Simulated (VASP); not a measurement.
# Te2Mo: single point with PBEsol

The system is Te2Mo, a slab with vacuum.

```
Te Mo
1.0
     6.31953    0.00000    0.00522
     0.00000    3.37201    0.00000
    -0.05559    0.00000   36.13382
Te Mo
4 2
Direct
  0.07699 0.75000 0.44313
  0.92301 0.25000 0.55687
  0.56742 0.25000 0.45902
  0.43258 0.75000 0.54098
  0.81760 0.75000 0.50234
  0.18240 0.25000 0.49766
```

| Property | Result |
| --- | --- |
| Program | VASP 6.6.1 |
| Task | single point |
| Functional | PBEsol |
| Potentials or basis | VASP PAW PBE potentials, release 64 (Te, Mo_sv) |
| Cutoff | 520 eV |
| k mesh | 6 × 10 × 1 |
| Occupations | gaussian, width 0.1 eV |
| Spin | no spin polarisation |

```json
{
 "Largest force": "0.034 eV/Å",
 "Band gap on the k mesh": "zero (bands 26 and 27 overlap by 0.52 eV)"
}
```

Forces in eV/Å, atoms in the order of the input:
```
Te   0.002  0.000 -0.034
Te  -0.002  0.000  0.034
Te  -0.004  0.000 -0.020
Te   0.004  0.000  0.020
Mo  -0.009  0.000  0.002
Mo   0.009  0.000 -0.002
```

Levels at points of the mesh, in eV from the Fermi level:
| k point | band 23 | band 24 | band 25 | band 26 | band 27 | band 28 | band 29 | band 30 |
| --- | --- | --- | --- | --- | --- | --- | --- | --- |
| (0.00, 0.00, 0.00) | -1.19 | -0.49 | -0.46 | 0.40 | 0.48 | 1.22 | 1.63 | 2.02 |
| (0.50, 0.00, 0.00) | -1.54 | -1.03 | -0.73 | -0.50 | -0.12 | 1.35 | 1.36 | 1.82 |
| (0.00, 0.50, 0.00) | -1.78 | -1.78 | -1.54 | -1.54 | 1.12 | 1.12 | 1.54 | 1.54 |
| (0.50, 0.50, 0.00) | -1.83 | -1.83 | -0.97 | -0.97 | 1.15 | 1.15 | 1.79 | 1.79 |

Run time: 18 min on 1 thread of Intel(R) Xeon(R) Platinum 8259CL CPU @ 2.50GHz (Skylake/Cascade Lake), on a shared host, peak memory 1.1 GiB.

Caveat: there is no dipole correction, which matters where the two faces differ; the PAW data sets were made with another functional, which shifts forces and pressure a little; spin-orbit coupling is left out, which moves the levels of the heavy elements.
